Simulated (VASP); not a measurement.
Set up this calculation in VASP 6.6.1, as the native input.

```yaml
Task: single point
Functional: PBE
Potentials_or_basis: VASP PAW PBE potentials, release 64 (Co_sv, O)
Cutoff: 700 eV
k_mesh: 9 × 9 × 9
Occupations: fermi-dirac, width 0.02 eV
Spin: collinear spin, ferromagnetic start
Starting_moments: "[2.26, 0.0] μB"
Fixed_moment: 2.26 μB
Hubbard_terms: Co d U = 4.8 eV
Dipole_correction: no
Further_INCAR_settings: ALGO = Normal; EDIFF = 1e-06; NBANDS = 22
```

The structure of CoO lies in POSCAR:

```
CoO
1.0
    0.0000000000      2.1315000000      2.1315000000
    2.1315000000      0.0000000000      2.1315000000
    2.1315000000      2.1315000000      0.0000000000
Co O
1 1
Direct
    0.0000000000      0.0000000000      0.0000000000
    0.5000000000      0.5000000000      0.5000000000
```

The input as run:

INCAR

```
SYSTEM = CoO
ALGO = Normal
EDIFF = 1E-6
ENCUT = 700
GGA = PE
GGA_COMPAT = .FALSE.
ISIF = 2
ISMEAR = -1
ISPIN = 2
LASPH = .TRUE.
LCHARG = .FALSE.
LDAU = .TRUE.
LDAUJ = 0 0
LDAUL = 2 -1
LDAUPRINT = 1
LDAUTYPE = 2
LDAUU = 4.8 0
LMAXMIX = 4
LORBIT = 11
LREAL = .FALSE.
LWAVE = .FALSE.
MAGMOM = 2.26 0
NBANDS = 22
NELM = 200
NUPDOWN = 2.26
PREC = Accurate
SIGMA = 0.02
```

KPOINTS

```
k-points
0
G
  9 9 9
  0 0 0
```

Potentials or basis: VASP PAW PBE potentials, release 64 (Co_sv, O).

The run is started by

```sh
$ cat potpaw_PBE.64/Co_sv/POTCAR potpaw_PBE.64/O/POTCAR > POTCAR
$ mpirun -np 1 vasp_std > vasp.out
```

Results of the run:

- Pressure: -3.7 GPa
- Net moment: 2.26 μB per cell
- Site moments: Co +2.26; O -0.03 μB
- Valence electrons inside the program's atomic spheres: Co 14.98; O 4.97

Caveat: the cell stands under tension; the total moment is fixed, so each spin has its own Fermi level and the state may be an excited one; a cell with one magnetic atom can't hold antiferromagnetic order, which such compounds often take.

It took 40 s on 1 thread of AMD EPYC 9R45 96-Core Processor (Zen 5), with other jobs on the host, peak memory 0.16 GiB.
